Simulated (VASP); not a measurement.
Set up this calculation in VASP 6.6.1, as the native input.

```yaml
Task: single point
Functional: PBE
Dispersion: D3(BJ)
Potentials_or_basis: VASP PAW PBE potentials, release 64 (Rh_pv)
Cutoff: 520 eV
k_mesh: 6 × 12 × 1
Occupations: gaussian, width 0.1 eV
Spin: no spin polarisation
Dipole_correction: yes
Further_INCAR_settings: ALGO = Normal; EDIFF = 1e-06; NBANDS = 70
```

The structure of Rh lies in POSCAR:

```
Rh
1.0
    5.3646373903      0.0000000000      0.0000000000
   -1.3411593476      2.3229561311      0.0000000000
    0.0000000000      0.0000000000     23.5703121307
Rh
8
Direct
    0.3333333333      0.3333333333      0.3606231412
    0.8333333333      0.3333333333      0.3606231412
    0.6666666667      0.6666666667      0.4535410471
    0.1666666667      0.6666666667      0.4535410471
   -0.0000000107     -0.0000000107      0.5448555572
    0.4999999893     -0.0000000107      0.5448555572
    0.3333333109      0.3333333109      0.6370720475
    0.8333333109      0.3333333109      0.6370720475
```

These files were run (other wordings do the same):

INCAR

```
SYSTEM = Rh
ALGO = Normal
DIPOL = 0.5 0.5 0.499
EDIFF = 1E-6
ENCUT = 520
GGA = PE
IDIPOL = 3
ISIF = 2
ISMEAR = 0
IVDW = 12
LASPH = .TRUE.
LCHARG = .TRUE.
LDIPOL = .TRUE.
LELF = .TRUE.
LREAL = .FALSE.
LVACPOTAV = .TRUE.
LVHAR = .TRUE.
LWAVE = .FALSE.
NBANDS = 70
NELM = 60
PREC = Accurate
SIGMA = 0.1
```

KPOINTS

```
k-points
0
G
  6 12 1
  0 0 0
```

Potentials or basis: VASP PAW PBE potentials, release 64 (Rh_pv).

The run is started by

```console
$ cat potpaw_PBE.64/Rh_pv/POTCAR > POTCAR
$ mpirun -np 1 vasp_std > vasp.out
```

Results of the run:

The largest force is 0.139 eV/Å, the band gap on the k mesh is zero (band 60 reaches 1.99 eV, above the bottom of band 61 at 0.57 eV) and the dispersion energy per atom is -0.485 eV.

Wall time 18 min on 1 thread of Intel Xeon 6975P-C, with other jobs on the host, peak memory 0.59 GiB.
